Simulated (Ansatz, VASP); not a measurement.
W: VASP beside Ansatz

```
W
1.0
    -1.59183    1.59183    1.59183
     1.59183   -1.59183    1.59183
     1.59183    1.59183   -1.59183
W
1
Direct
  0.00000 0.00000 0.00000
```

Alike in both runs: functional PBE; k mesh 48 × 48 × 48; occupations gaussian, width 0.1 eV; no spin polarisation.

Ansatz relaxed the structure, and its values are those at the end. VASP's run is a single point on that final structure, the one shown.

```csv
,VASP,Ansatz
version,VASP 6.6.1,Ansatz 0.2.0
potentials or method,"VASP PAW PBE potentials, release 64 (W_sv)","scalar-relativistic, plane waves, PAW"
plane-wave cutoff (eV),520,420
valence electrons in the cell,14,14
```

Ansatz gave:

```
gap on the k mesh at the Fermi level (eV) : none
pressure (GPa)                            : 0.0
```

Estimate VASP's values.

gap on the k mesh at the Fermi level (eV): none; pressure (GPa): 0.5.

A gap of «none» marks a metal or a gap that the smearing closes.

Spin-orbit coupling is off throughout.
